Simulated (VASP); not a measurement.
Here is a VASP 6.6.1 calculation.

INCAR

```
PREC = Accurate
ENCUT = 520
EDIFF = 1E-6
ISMEAR = 0
SIGMA = 0.01
LREAL = F
LASPH = T
NELM = 100
ALGO = Normal
ISIF = 2
LWAVE = F
LCHARG = F
GGA = PS
NBANDS = 16
```

The input KPOINTS:

```
regular mesh
0
Gamma
  8 8 6
```

POSCAR

```
SiC
1.0
    3.0714579998      0.0000000000      0.0000000000
   -1.5357289999      2.6599606544      0.0000000000
    0.0000000000      0.0000000000      5.0401623765
Si C
2 2
Direct
    0.3333333333      0.6666666667      0.0045890103
    0.6666666667      0.3333333333      0.5045890103
    0.3333333333      0.6666666667      0.3804109897
    0.6666666667      0.3333333333      0.8804109897
```

Potentials or basis: VASP PAW PBE potentials, release 64 (Si, C).

Command:

```bash
$ cat potpaw_PBE.64/Si/POTCAR potpaw_PBE.64/C/POTCAR > POTCAR
$ mpirun -np 1 vasp_std > vasp.out
```

Task: What does it give for the band gap on the k mesh?

Result: 2.37 eV, indirect (least direct gap 3.86 eV).

Task: Predict the pressure.

Result: 1.3 GPa.

Caveat: the PAW data sets were made with another functional, which shifts forces and pressure a little. A k mesh can miss the band edges.
